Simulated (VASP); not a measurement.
# InSb3 (I4mm) in VASP: single point with PBE

Aim: the single point of InSb3 with PBE.

Everything below comes from runs of VASP 6.6.1. Logs are shortened: lines on timing, memory, paths and dates and some standing lists are left out, and cuts for length are marked.

## 1. The cell of the first run

It takes space group I4mm (No. 107, tetragonal). Conventional cell: a = 5.366 Å, b = 5.366 Å, c = 7.589 Å, α = 90.00°, β = 90.00°, γ = 90.00°. Within 4.3 Å of In (site symmetry 4mm) lie 14 Sb at 3.29 to 4.17 Å. Sb (site symmetry 2mm) has 10 Sb at 3.08 to 3.79 Å and 4 In at 3.29 Å within 4.1 Å. Sb (site symmetry 4mm) has 8 Sb at 3.08 to 3.52 Å and 5 In at 3.42 to 3.81 Å within 4.1 Å.

## 2. Single point, PBE (one atom moved)

Contents of INCAR:

```
ALGO = Normal ; EDIFF = 1E-6
ENCUT = 520 ; GGA = PE
ISIF = 2 ; ISMEAR = 0
LASPH = True ; LCHARG = False
LREAL = False ; LWAVE = False
NBANDS = 22 ; NELM = 60
PREC = Accurate ; SIGMA = 0.1
```

Contents of KPOINTS:

```
k-points
0
Gamma
  8 8 8
```

Contents of POSCAR:

```
InSb3
1.0
    0.0000000000      3.7945550000      3.7945550000
    3.7945550000      0.0000000000      3.7945550000
    3.7945550000      3.7945550000      0.0000000000
In Sb
1 3
Direct
    0.0000000000      0.0000000000      0.0000000000
    0.2500000000      0.2500000000      0.2500000000
    0.7500000000      0.7500000000      0.7500000000
    0.4505870912      0.5494129088      0.5494129088
```

Potentials or basis: VASP PAW PBE potentials, release 64 (In_d, Sb).

Started as:

```sh
> cat potpaw_PBE.64/In_d/POTCAR potpaw_PBE.64/Sb/POTCAR > POTCAR
> mpirun -np 1 vasp_std > vasp.out
```

OUTCAR:

```text
EDIFF = 1E-6
   ENCUT = 520
   GGA = PE
   ISIF = 2
   ISMEAR = 0
   LASPH = True
   LREAL = False
   NELM = 60
   PREC = Accurate

 ion  position               nearest neighbor table
   1  0.000  0.000  0.000-   2 3.29   3 3.29   3 3.29   3 3.29   3 3.29   2 3.29   2 3.29   2 3.29
                             4 3.42   4 3.81   4 3.81   4 3.81   4 3.81
   2  0.250  0.250  0.250-   4 3.08   4 3.08   1 3.29   1 3.29   1 3.29   1 3.29   4 3.52   4 3.52

   3  0.750  0.750  0.750-   4 3.08   4 3.08   1 3.29   1 3.29   1 3.29   1 3.29   4 3.52   4 3.52

   4  0.451  0.549  0.549-   2 3.08   2 3.08   3 3.08   3 3.08   1 3.42   3 3.52   3 3.52   2 3.52
                             2 3.52   1 3.81   1 3.81   1 3.81   1 3.81

  LATTYP: Found a face centered cubic cell.
 ALAT       =     7.5891100000

  Lattice vectors:

 A1 = (   0.0000000000,   3.7945550000,   3.7945550000)
 A2 = (   3.7945550000,   0.0000000000,   3.7945550000)
 A3 = (   3.7945550000,   3.7945550000,   0.0000000000)

Analysis of symmetry for initial positions (statically):
=====================================================================
 Subroutine PRICEL returns:
 Original cell was already a primitive cell.

 Routine SETGRP: Setting up the symmetry group for a
 face centered cubic supercell.

 Subroutine GETGRP returns: Found  8 space group operations
 (whereof  8 operations were pure point group operations)
 out of a pool of 48 trial point group operations.

The static configuration has the point symmetry C_4v.

Analysis of symmetry for dynamics (positions and initial velocities):
=====================================================================
 Subroutine PRICEL returns:
 Original cell was already a primitive cell.

 Routine SETGRP: Setting up the symmetry group for a
 face centered cubic supercell.

 Subroutine GETGRP returns: Found  8 space group operations
 (whereof  8 operations were pure point group operations)
 out of a pool of 48 trial point group operations.

The dynamic configuration has the point symmetry C_4v.

 Subroutine INISYM returns: Found  8 space group operations
 (whereof  8 operations are pure point group operations),
 and found     1 'primitive' translations

----------------------------------------------------------------------------------------

                                     Primitive cell

  volume of cell :     109.2729

  direct lattice vectors                    reciprocal lattice vectors
     0.000000000  3.794555000  3.794555000    -0.131767757  0.131767757  0.131767757
     3.794555000  0.000000000  3.794555000     0.131767757 -0.131767757  0.131767757
     3.794555000  3.794555000  0.000000000     0.131767757  0.131767757 -0.131767757

  length of vectors
     5.366311144  5.366311144  5.366311144     0.228228449  0.228228449  0.228228449

  position of ions in fractional coordinates (direct lattice)
     0.000000000  0.000000000  0.000000000
     0.250000000  0.250000000  0.250000000
     0.750000000  0.750000000  0.750000000
     0.450587091  0.549412909  0.549412909

  ion indices of the primitive-cell ions
   primitive index   ion index
                 1           1
                 2           2
                 3           3
                 4           4

----------------------------------------------------------------------------------------

 KPOINTS: k-points

Automatic generation of k-mesh.
 Grid dimensions read from file:
 generate k-points for:    8    8    8

 Generating k-lattice:

  Cartesian coordinates                     Fractional coordinates (reciprocal lattice)
    -0.016470970  0.016470970  0.016470970     0.125000000  0.000000000  0.000000000
     0.016470970 -0.016470970  0.016470970     0.000000000  0.125000000  0.000000000
     0.016470970  0.016470970 -0.016470970     0.000000000  0.000000000  0.125000000

  Length of vectors
     0.028528556  0.028528556  0.028528556

  Shift w.r.t. Gamma in fractional coordinates (k-lattice)
     0.000000000  0.000000000  0.000000000

 Subroutine IBZKPT returns following result:
 ===========================================

 Found     59 irreducible k-points:

 Following reciprocal coordinates:
            Coordinates               Weight
  0.000000  0.000000  0.000000      1.000000
  0.125000  0.000000  0.000000      8.000000
  0.250000  0.000000  0.000000      8.000000
  0.375000  0.000000  0.000000      8.000000
  0.500000  0.000000  0.000000      4.000000
  0.125000  0.125000  0.000000      4.000000
[... 16 lines left out ...]
  0.000000  0.375000  0.250000      8.000000
  0.500000  0.250000  0.000000     16.000000
 [... further k-points ...]
   k-points           NKPTS =     59   k-points in BZ     NKDIM =     59   number of bands    NBANDS=     22
   number of dos      NEDOS =    301   number of ions     NIONS =      4
   total plane-waves  NPLWV =  64000
   dimension x,y,z NGX =    40 NGY =   40 NGZ =   40
   dimension x,y,z NGXF=    80 NGYF=   80 NGZF=   80
   ions per type =               1   3
   NGX,Y,Z   is equivalent  to a cutoff of  12.39, 12.39, 12.39 a.u.
   NGXF,Y,Z  is equivalent  to a cutoff of  24.78, 24.78, 24.78 a.u.
 SYSTEM =  unknown system
   PREC   = accura    normal or accurate (medium, high low for compatibility)
   ISTART =      0    job   : 0-new  1-cont  2-samecut
   ICHARG =      2    charge: 1-file 2-atom 10-const
   ISPIN  =      1    spin polarized calculation?
   LNONCOLLINEAR =      F non collinear calculations
   LSORBIT =      F    spin-orbit coupling
   LASPH  =      T    aspherical Exc in radial PAW
   ENCUT  =  520.0 eV  38.22 Ry    6.18 a.u.   9.98  9.98  9.98*2*pi/ulx,y,z
   NELM   =     60;   NELMIN=  2; NELMDL= -5     # of ELM steps
   EDIFF  = 0.1E-05   stopping-criterion for ELM
   LREAL  =      F    real-space projection
   EDIFFG = 0.1E-04   stopping-criterion for IOM
   NSW    =      0    number of steps for IOM
   IBRION =     -1    ionic relax: 0-MD 1-quasi-New 2-CG
   NFREE  =      0    steps in history (QN), initial steepest desc. (CG)
   ISIF   =      2    stress and relaxation
   ISYM   =      2    0-nonsym 1-usesym 2-fastsym
   POTIM  = 0.5000    time-step for ionic-motion
   TEBEG  =    0.0;   TEEND  =   0.0 temperature during run
   PSTRESS=    0.0 pullay stress
   NELECT =      28.0000    total number of electrons
   NUPDOWN=      -1.0000    fix difference up-down
   EMIN   =  10.00;   EMAX   =-10.00  energy-range for DOS
   EFERMI =   0.00;   METHOD = LEGACY
   ISMEAR =     0;   SIGMA  =   0.10  broadening in eV -4-tet -1-fermi 0-gaus
   EFERMI_NEDOS =   21; number of points for ismear=-14 and -15
   IALGO  =     38    algorithm
   IMIX   =      4    mixing-type and parameters
     AMIX     =   0.40;   BMIX     =  1.00
     AMIX_MAG =   1.60;   BMIX_MAG =  1.00
  volume/ion in A,a.u.               =      27.32       184.35
  Fermi-wavevector in a.u.,A,eV,Ry     =   1.039816  1.964968 14.710866  1.081218
  Thomas-Fermi vector in A             =   2.174364
   LORBIT       =      0    0 simple, 1 ext, 2 COOP (PROOUT), +10 PAW based schemes
   GGA     = PE    functional components
   LHFCALC =     F    Hartree Fock is set to
   AEXX    =    0.0000 exact exchange contribution
   IVDW    =     0    specifies the selected vdW correction
   LEPSILON=     F    determine dielectric tensor
   LRPA    =     F    only Hartree local field effects (RPA)
 non-spin polarized calculation
 Gauss-broadening in eV      SIGMA  =   0.10
  energy-cutoff  :      520.00
  volume of cell :      109.27
 maximum number of plane-waves:      2954
   NGX = 19   NGY = 19   NGZ = 19

 number of electron      27.9999991 magnetization

 Free energy of the ion-electron system (eV)
  ---------------------------------------------------
  ext. energy  EPLUGINS =         0.00000000
  ---------------------------------------------------
  free energy    TOTEN  =       -14.18671767 eV

  energy without entropy =      -14.17489275  energy(sigma->0) =      -14.18080521

 E-fermi :   7.9804     XC(G=0): -10.1190

 val. band max:        7.9757798485   @ k =   0.0000  -0.2500   0.2500
 cond. band min:       7.9882037953   @ k =   0.5000   0.0000   0.0000
 fundamental gap:      0.0124239468
 Fermi energy:         7.9803673708

 k-point     1 :       0.0000    0.0000    0.0000
  band No.  band energies     occupation
      1      -6.5733      2.00000
      2      -6.5728      2.00000
      3      -6.5728      2.00000
      4      -6.5455      2.00000
      5      -6.5430      2.00000
      6      -4.3729      2.00000
[... 14 lines left out ...]
     21      14.7697      0.00000
     22      14.7699      0.00000

 k-point     2 :       0.1250    0.0000    0.0000
  band No.  band energies     occupation
      1      -6.5750      2.00000
      2      -6.5722      2.00000
      3      -6.5719      2.00000
      4      -6.5459      2.00000
      5      -6.5432      2.00000
      6      -4.2600      2.00000
[... 14 lines left out ...]
     21      13.8181      0.00000
     22      14.5105      0.00000

 k-point     3 :       0.2500    0.0000    0.0000
  band No.  band energies     occupation
      1      -6.5803      2.00000
      2      -6.5703      2.00000
      3      -6.5698      2.00000
      4      -6.5467      2.00000
      5      -6.5436      2.00000
      6      -3.9269      2.00000
[... 14 lines left out ...]
     21      12.9485      0.00000
     22      13.6643      0.00000

 k-point     4 :       0.3750    0.0000    0.0000
  band No.  band energies     occupation
      1      -6.5862      2.00000
      2      -6.5687      2.00000
      3      -6.5680      2.00000
      4      -6.5471      2.00000
      5      -6.5437      2.00000
      6      -3.4104      2.00000
[... 14 lines left out ...]
     21      12.7090      0.00000
     22      14.6558      0.00000

 k-point     5 :       0.5000    0.0000    0.0000
  band No.  band energies     occupation
      1      -6.5887      2.00000
      2      -6.5682      2.00000
      3      -6.5674      2.00000
      4      -6.5471      2.00000
      5      -6.5437      2.00000
      6      -3.0008      2.00000
[... 14 lines left out ...]
     21      13.6285      0.00000
     22      16.0787      0.00000

 k-point     6 :       0.1250    0.1250    0.0000
  band No.  band energies     occupation
      1      -6.5763      2.00000
      2      -6.5716      2.00000
      3      -6.5711      2.00000
      4      -6.5461      2.00000
      5      -6.5434      2.00000
      6      -4.2194      2.00000
[... 14 lines left out ...]
     21      13.9344      0.00000
     22      14.1020      0.00000

 k-point     7 :       0.0000    0.1250    0.1250
  band No.  band energies     occupation
      1      -6.5767      2.00000
      2      -6.5711      2.00000
      3      -6.5711      2.00000
      4      -6.5470      2.00000
      5      -6.5426      2.00000
      6      -4.2284      2.00000
[... 324 lines left out ...]
      6      -3.7632      2.00000
[... 14 lines left out ...]
     21      12.6974      0.00000
     22      13.0925      0.00000

 k-point    21 :       0.0000    0.2500    0.2500
  band No.  band energies     occupation
      1      -6.5851      2.00000
      2      -6.5668      2.00000
      3      -6.5668      2.00000
      4      -6.5516      2.00000
      5      -6.5416      2.00000
      6      -3.8081      2.00000
[... 14 lines left out ...]
     21      12.8848      0.00000
     22      12.8848      0.00000

 k-point    22 :       0.3750    0.2500    0.0000
  band No.  band energies     occupation
      1      -6.5882      2.00000
      2      -6.5667      2.00000
      3      -6.5651      2.00000
      4      -6.5517      2.00000
      5      -6.5429      2.00000
      6      -3.3598      2.00000
[... 14 lines left out ...]
     21      12.7758      0.00000
     22      13.0360      0.00000

 k-point    23 :       0.0000    0.3750    0.2500
  band No.  band energies     occupation
      1      -6.5884      2.00000
      2      -6.5664      2.00000
      3      -6.5646      2.00000
      4      -6.5537      2.00000
      5      -6.5415      2.00000
      6      -3.4412      2.00000
[... 14 lines left out ...]
     21      12.6961      0.00000
     22      12.9136      0.00000

 k-point    24 :       0.5000    0.2500    0.0000
  band No.  band energies     occupation
      1      -6.5874      2.00000
      2      -6.5698      2.00000
      3      -6.5642      2.00000
      4      -6.5520      2.00000
      5      -6.5436      2.00000
      6      -2.8120      2.00000
[... 14 lines left out ...]
     21      13.2296      0.00000
     22      14.1919      0.00000

 [... further k-points ...]

------------------------ aborting loop because EDIFF is reached ----------------------------------------

  FORCE on cell =-STRESS in cart. coord.  units (eV):
  Direction    XX          YY          ZZ          XY          YZ          ZX
  --------------------------------------------------------------------------------------
  -------------------------------------------------------------------------------------
  Total        0.3476822      0.8464477      0.8464477      0.0000000      0.0000000      0.0000000
  in kB        5.0977725     12.4107540     12.4107540      0.0000000      0.0000000      0.0000000
  external PRESSURE =       9.9730935 kB  Pullay stress =       0.0000000 kB

 VOLUME and BASIS-vectors are now :
 -----------------------------------------------------------------------------
  energy-cutoff  :      520.00
  volume of cell :      109.27
      direct lattice vectors                 reciprocal lattice vectors
     0.000000000  3.794555000  3.794555000    -0.131767757  0.131767757  0.131767757
     3.794555000  0.000000000  3.794555000     0.131767757 -0.131767757  0.131767757
     3.794555000  3.794555000  0.000000000     0.131767757  0.131767757 -0.131767757

 POSITION                                       TOTAL-FORCE (eV/Angst)
 -----------------------------------------------------------------------------------
      0.00000      0.00000      0.00000         0.409722      0.000000      0.000000
      1.89728      1.89728      1.89728         0.143828     -0.000000     -0.000000
      5.69183      5.69183      5.69183         0.143828      0.000000      0.000000
      4.16956      3.79455      3.79455        -0.697378      0.000000      0.000000
 -----------------------------------------------------------------------------------
    total drift:                                0.000432      0.000000     -0.000000

  FREE ENERGIE OF THE ION-ELECTRON SYSTEM (eV)
  ---------------------------------------------------
  free  energy   TOTEN  =       -14.1867176746 eV

  energy  without entropy=      -14.1748927514  energy(sigma->0) =      -14.18080521
```

Run time: 57 s. Hardware: 1 thread of Intel Xeon 6975P-C (Granite Rapids), shared host; peak memory 0.31 GiB.

Results:

- Free energy: -14.1867 eV
- Pressure: 1.0 GPa
- Largest force: 0.697 eV/Å
- Band gap on the k mesh: zero (band 14 reaches 9.08 eV, above the bottom of band 15 at 6.41 eV)

Forces on the atoms (eV/Å):
```
In   0.410  0.000  0.000
Sb   0.144  0.000  0.000
Sb   0.144  0.000  0.000
Sb  -0.697  0.000  0.000
```

Levels at points of the mesh, in eV from the Fermi level:
```
           k point  band 11  band 12  band 13  band 14  band 15  band 16  band 17  band 18
(0.00, 0.00, 0.00)    -2.44    -2.42    -2.25    -1.57    -1.57    -0.78    -0.71    -0.71
(0.50, 0.00, 0.00)    -3.51    -2.45    -2.42    -0.35     0.01     1.88     2.01     2.61
(0.50, 0.50, 0.00)    -4.93     0.05     0.76     1.10     1.30     1.69     1.72     2.11
(0.00, 0.50, 0.50)    -5.17     0.33     0.58     0.58     1.24     1.72     2.22     2.22
```

Caveat: the cell differs from its parent crystal (one atom moved); spin-orbit coupling is left out, which moves the levels of the heavy elements.
